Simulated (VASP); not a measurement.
# CaSe (Fm-3m) in VASP: a series of runs

CaSe is run at these levels: PBE, LDA; tasks: single point.

Everything below comes from runs of VASP 6.6.1. Logs are shortened: lines on timing, memory, paths and dates and some standing lists are left out, and cuts for length are marked.

## 1. The cell of the first run

The structure is cubic, space group Fm-3m (No. 225). Conventional cell: a = 5.935 Å, b = 5.935 Å, c = 5.935 Å, α = 90.00°, β = 90.00°, γ = 90.00°. Within 3.9 Å of Ca (site symmetry m-3m) lie 6 Se at 2.97 Å. Se (site symmetry m-3m) has 6 Ca at 2.97 Å within 3.9 Å.

## 2. Single point, PBE

Input file INCAR:

```
SYSTEM = CaSe
  ALGO = Normal
  EDIFF = 1E-6
  ENCUT = 520
  GGA = PE
  ISIF = 2
  ISMEAR = 0
  LASPH = .True.
  LCHARG = .False.
  LREAL = .False.
  LWAVE = .False.
  NBANDS = 15
  NELM = 60
  PREC = Accurate
  SIGMA = 0.01
```

Input file KPOINTS:

```
k-points
0
Gamma
  4 4 4
  0 0 0
```

Input file POSCAR:

```
CaSe
1.0
    0.0000000000      2.9675351113      2.9675351113
    2.9675351113      0.0000000000      2.9675351113
    2.9675351113      2.9675351113      0.0000000000
Ca Se
1 1
Direct
    0.0000000000      0.0000000000      0.0000000000
    0.5000000000      0.5000000000      0.5000000000
```

Potentials or basis: VASP PAW PBE potentials, release 64 (Ca_sv, Se).

Run with:

```bash
$ cat potpaw_PBE.64/Ca_sv/POTCAR potpaw_PBE.64/Se/POTCAR > POTCAR
$ mpirun -np 1 vasp_std > vasp.out
```

OUTCAR:

```text
SYSTEM = CaSe
   EDIFF = 1E-6
   ENCUT = 520
   GGA = PE
   ISIF = 2
   ISMEAR = 0
   LASPH = .True.
   LREAL = .False.
   NELM = 60
   PREC = Accurate

 ion  position               nearest neighbor table
   1  0.000  0.000  0.000-   2 2.97   2 2.97   2 2.97   2 2.97   2 2.97   2 2.97
   2  0.500  0.500  0.500-   1 2.97   1 2.97   1 2.97   1 2.97   1 2.97   1 2.97

  LATTYP: Found a face centered cubic cell.
 ALAT       =     5.9350702226

  Lattice vectors:

 A1 = (   0.0000000000,   2.9675351113,   2.9675351113)
 A2 = (   2.9675351113,   0.0000000000,   2.9675351113)
 A3 = (   2.9675351113,   2.9675351113,   0.0000000000)

Analysis of symmetry for initial positions (statically):
=====================================================================
 Subroutine PRICEL returns:
 Original cell was already a primitive cell.

 Routine SETGRP: Setting up the symmetry group for a
 face centered cubic supercell.

 Subroutine GETGRP returns: Found 48 space group operations
 (whereof 48 operations were pure point group operations)
 out of a pool of 48 trial point group operations.

The static configuration has the point symmetry O_h .

Analysis of symmetry for dynamics (positions and initial velocities):
=====================================================================
 Subroutine PRICEL returns:
 Original cell was already a primitive cell.

 Routine SETGRP: Setting up the symmetry group for a
 face centered cubic supercell.

 Subroutine GETGRP returns: Found 48 space group operations
 (whereof 48 operations were pure point group operations)
 out of a pool of 48 trial point group operations.

The dynamic configuration has the point symmetry O_h .

 Subroutine INISYM returns: Found 48 space group operations
 (whereof 48 operations are pure point group operations),
 and found     1 'primitive' translations

----------------------------------------------------------------------------------------

                                     Primitive cell

  volume of cell :      52.2658

  direct lattice vectors                    reciprocal lattice vectors
     0.000000000  2.967535111  2.967535111    -0.168490003  0.168490003  0.168490003
     2.967535111  0.000000000  2.967535111     0.168490003 -0.168490003  0.168490003
     2.967535111  2.967535111  0.000000000     0.168490003  0.168490003 -0.168490003

  length of vectors
     4.196728401  4.196728401  4.196728401     0.291833246  0.291833246  0.291833246

  position of ions in fractional coordinates (direct lattice)
     0.000000000  0.000000000  0.000000000
     0.500000000  0.500000000  0.500000000

  ion indices of the primitive-cell ions
   primitive index   ion index
                 1           1
                 2           2

----------------------------------------------------------------------------------------

 KPOINTS: k-points

Automatic generation of k-mesh.
 Grid dimensions read from file:
 generate k-points for:    4    4    4

 Generating k-lattice:

  Cartesian coordinates                     Fractional coordinates (reciprocal lattice)
    -0.042122501  0.042122501  0.042122501     0.250000000  0.000000000  0.000000000
     0.042122501 -0.042122501  0.042122501     0.000000000  0.250000000  0.000000000
     0.042122501  0.042122501 -0.042122501     0.000000000  0.000000000  0.250000000

  Length of vectors
     0.072958311  0.072958311  0.072958311

  Shift w.r.t. Gamma in fractional coordinates (k-lattice)
     0.000000000  0.000000000  0.000000000

 Subroutine IBZKPT returns following result:
 ===========================================

 Found      8 irreducible k-points:

 Following reciprocal coordinates:
            Coordinates               Weight
  0.000000  0.000000  0.000000      1.000000
  0.250000  0.000000  0.000000      8.000000
  0.500000  0.000000  0.000000      4.000000
  0.250000  0.250000  0.000000      6.000000
  0.500000  0.250000  0.000000     24.000000
 -0.250000  0.250000  0.000000     12.000000
  0.500000  0.500000  0.000000      3.000000
 -0.250000  0.500000  0.250000      6.000000
   k-points           NKPTS =      8   k-points in BZ     NKDIM =      8   number of bands    NBANDS=     15
   number of dos      NEDOS =    301   number of ions     NIONS =      2
   total plane-waves  NPLWV =  32768
   dimension x,y,z NGX =    32 NGY =   32 NGZ =   32
   dimension x,y,z NGXF=    64 NGYF=   64 NGZF=   64
   ions per type =               1   1
   NGX,Y,Z   is equivalent  to a cutoff of  12.68, 12.68, 12.68 a.u.
   NGXF,Y,Z  is equivalent  to a cutoff of  25.35, 25.35, 25.35 a.u.
 SYSTEM =  CaSe
   PREC   = accura    normal or accurate (medium, high low for compatibility)
   ISTART =      0    job   : 0-new  1-cont  2-samecut
   ICHARG =      2    charge: 1-file 2-atom 10-const
   ISPIN  =      1    spin polarized calculation?
   LNONCOLLINEAR =      F non collinear calculations
   LSORBIT =      F    spin-orbit coupling
   LASPH  =      T    aspherical Exc in radial PAW
   ENCUT  =  520.0 eV  38.22 Ry    6.18 a.u.   7.80  7.80  7.80*2*pi/ulx,y,z
   NELM   =     60;   NELMIN=  2; NELMDL= -5     # of ELM steps
   EDIFF  = 0.1E-05   stopping-criterion for ELM
   LREAL  =      F    real-space projection
   EDIFFG = 0.1E-04   stopping-criterion for IOM
   NSW    =      0    number of steps for IOM
   IBRION =     -1    ionic relax: 0-MD 1-quasi-New 2-CG
   NFREE  =      0    steps in history (QN), initial steepest desc. (CG)
   ISIF   =      2    stress and relaxation
   ISYM   =      2    0-nonsym 1-usesym 2-fastsym
   POTIM  = 0.5000    time-step for ionic-motion
   TEBEG  =    0.0;   TEEND  =   0.0 temperature during run
   PSTRESS=    0.0 pullay stress
   NELECT =      16.0000    total number of electrons
   NUPDOWN=      -1.0000    fix difference up-down
   EMIN   =  10.00;   EMAX   =-10.00  energy-range for DOS
   EFERMI =   0.00;   METHOD = LEGACY
   ISMEAR =     0;   SIGMA  =   0.01  broadening in eV -4-tet -1-fermi 0-gaus
   EFERMI_NEDOS =   21; number of points for ismear=-14 and -15
   IALGO  =     38    algorithm
   IMIX   =      4    mixing-type and parameters
     AMIX     =   0.40;   BMIX     =  1.00
     AMIX_MAG =   1.60;   BMIX_MAG =  1.00
  volume/ion in A,a.u.               =      26.13       176.35
  Fermi-wavevector in a.u.,A,eV,Ry     =   1.103339  2.085008 16.563146  1.217357
  Thomas-Fermi vector in A             =   2.239796
   LORBIT       =      0    0 simple, 1 ext, 2 COOP (PROOUT), +10 PAW based schemes
   GGA     = PE    functional components
   LHFCALC =     F    Hartree Fock is set to
   AEXX    =    0.0000 exact exchange contribution
   IVDW    =     0    specifies the selected vdW correction
   LEPSILON=     F    determine dielectric tensor
   LRPA    =     F    only Hartree local field effects (RPA)
 non-spin polarized calculation
 Gauss-broadening in eV      SIGMA  =   0.01
  energy-cutoff  :      520.00
  volume of cell :       52.27
 maximum number of plane-waves:      1424
   NGX = 15   NGY = 15   NGZ = 15

 number of electron      15.9999997 magnetization

 Free energy of the ion-electron system (eV)
  ---------------------------------------------------
  ext. energy  EPLUGINS =         0.00000000
  ---------------------------------------------------
  free energy    TOTEN  =        -9.46814156 eV

  energy without entropy =       -9.46814156  energy(sigma->0) =       -9.46814156

 E-fermi :   2.5584     XC(G=0):  -9.1088

 val. band max:        2.3894660139   @ k =   0.0000   0.0000   0.0000
 cond. band min:       4.4271642998   @ k =   0.5000   0.5000   0.0000
 fundamental gap:      2.0376982859
 Fermi energy:         2.5583928721

 k-point     1 :       0.0000    0.0000    0.0000
  band No.  band energies     occupation
      1     -37.4065      2.00000
      2     -18.3985      2.00000
      3     -18.3985      2.00000
      4     -18.3985      2.00000
      5      -9.3726      2.00000
      6       2.3895      2.00000
      7       2.3895      2.00000
      8       2.3895      2.00000
      9       5.6731      0.00000
     10       6.0871      0.00000
     11       6.0871      0.00000
     12       6.0871      0.00000
     13       6.6451      0.00000
     14       6.6451      0.00000
     15      12.0841      0.00000

 k-point     2 :       0.2500    0.0000    0.0000
  band No.  band energies     occupation
      1     -37.4033      2.00000
      2     -18.4536      2.00000
      3     -18.4022      2.00000
      4     -18.4022      2.00000
      5      -9.0523      2.00000
      6       0.4045      2.00000
      7       1.6999      2.00000
      8       1.6999      2.00000
      9       6.0976      0.00000
     10       6.8056      0.00000
     11       6.8056      0.00000
     12       8.0230      0.00000
     13       8.0230      0.00000
     14       8.0641      0.00000
     15      11.7347      0.00000

 k-point     3 :       0.5000    0.0000    0.0000
  band No.  band energies     occupation
      1     -37.4001      2.00000
      2     -18.5073      2.00000
      3     -18.4060      2.00000
      4     -18.4060      2.00000
      5      -8.6932      2.00000
      6      -0.8604      2.00000
      7       1.2097      2.00000
      8       1.2097      2.00000
      9       6.8843      0.00000
     10       7.8287      0.00000
     11       7.8574      0.00000
     12       7.8574      0.00000
     13       9.8359      0.00000
     14       9.8359      0.00000
     15      10.4280      0.00000
[... 55 lines left out ...]
 k-point     7 :       0.5000    0.5000    0.0000
  band No.  band energies     occupation
      1     -37.3980      2.00000
      2     -18.4773      2.00000
      3     -18.4301      2.00000
      4     -18.4301      2.00000
      5      -8.8039      2.00000
      6      -0.1082      2.00000
      7       1.4636      2.00000
      8       1.4636      2.00000
      9       4.4272      0.00000
     10       7.3869      0.00000
     11       7.3995      0.00000
     12       8.3604      0.00000
     13       8.3838      0.00000
     14       8.3838      0.00000
     15      12.4509      0.00000

 k-point     8 :      -0.2500    0.5000    0.2500
  band No.  band energies     occupation
      1     -37.3980      2.00000
      2     -18.4537      2.00000
      3     -18.4537      2.00000
      4     -18.4363      2.00000
      5      -8.7175      2.00000
      6       0.4278      2.00000
      7       0.4278      2.00000
      8       0.7334      2.00000
      9       6.7722      0.00000
     10       6.7722      0.00000
     11       7.5935      0.00000
     12       8.0761      0.00000
     13       8.3894      0.00000
     14      10.9226      0.00000
     15      11.3205      0.00000

------------------------ aborting loop because EDIFF is reached ----------------------------------------

  FORCE on cell =-STRESS in cart. coord.  units (eV):
  Direction    XX          YY          ZZ          XY          YZ          ZX
  --------------------------------------------------------------------------------------
  -------------------------------------------------------------------------------------
  Total        0.2790141      0.2790141      0.2790141     -0.0000000     -0.0000000      0.0000000
  in kB        8.5530125      8.5530125      8.5530125     -0.0000000     -0.0000000      0.0000000
  external PRESSURE =       8.5530125 kB  Pullay stress =       0.0000000 kB

 VOLUME and BASIS-vectors are now :
 -----------------------------------------------------------------------------
  energy-cutoff  :      520.00
  volume of cell :       52.27
      direct lattice vectors                 reciprocal lattice vectors
     0.000000000  2.967535111  2.967535111    -0.168490003  0.168490003  0.168490003
     2.967535111  0.000000000  2.967535111     0.168490003 -0.168490003  0.168490003
     2.967535111  2.967535111  0.000000000     0.168490003  0.168490003 -0.168490003

 POSITION                                       TOTAL-FORCE (eV/Angst)
 -----------------------------------------------------------------------------------
      0.00000      0.00000      0.00000         0.000000      0.000000      0.000000
      2.96754      2.96754      2.96754         0.000000      0.000000      0.000000
 -----------------------------------------------------------------------------------
    total drift:                                0.000000     -0.000000     -0.000000

  FREE ENERGIE OF THE ION-ELECTRON SYSTEM (eV)
  ---------------------------------------------------
  free  energy   TOTEN  =        -9.4681415575 eV

  energy  without entropy=       -9.4681415575  energy(sigma->0) =       -9.46814156
```

Run time: 5.6 s. Hardware: 1 thread of Intel Xeon Platinum 8488C (Sapphire Rapids), shared host; peak memory 0.17 GiB.

What came out:

```
Free energy            : -9.4681 eV
Pressure               : 0.9 GPa
Band gap on the k mesh : 2.04 eV (least direct gap 2.96 eV)
```

Caveat: the k points lie up to 0.46 Å⁻¹ apart. A k mesh can miss the band edges.

[end of part 1 of 2]
